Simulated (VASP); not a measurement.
A run of VASP 6.6.1:

The input INCAR:

```
SYSTEM = Rh
PREC = Accurate ; ENCUT = 500
EDIFF = 1E-6 ; ISMEAR = 1
SIGMA = 0.01 ; LREAL = .FALSE.
LASPH = .TRUE. ; NELM = 120
ALGO = Normal ; ISIF = 2
LWAVE = .FALSE. ; LCHARG = .FALSE.
GGA = PE ; NBANDS = 14
GGA_COMPAT = .FALSE.
```

KPOINTS

```
Automatic mesh
0
G
  4 4 4
  0 0 0
```

File POSCAR:

```
Rh
1.0
    0.0000000000      1.8978500000      1.8978500000
    1.8978500000      0.0000000000      1.8978500000
    1.8978500000      1.8978500000      0.0000000000
Rh
1
Direct
    0.0000000000      0.0000000000      0.0000000000
```

Potentials or basis: VASP PAW PBE potentials, release 64 (Rh_pv).

Command:

```bash
$ cat potpaw_PBE.64/Rh_pv/POTCAR > POTCAR
$ mpirun -np 1 vasp_std > vasp.out
```

Hardware: 1 thread of Intel(R) Xeon(R) Platinum 8375C CPU @ 2.90GHz (Ice Lake) (shared host).

Estimate the wall time of this run.

Run time: 3.1 s on 1 thread of Intel(R) Xeon(R) Platinum 8375C CPU @ 2.90GHz (Ice Lake) (shared host), peak memory 0.12 GiB. Counts: scf iterations 11, k points 8.
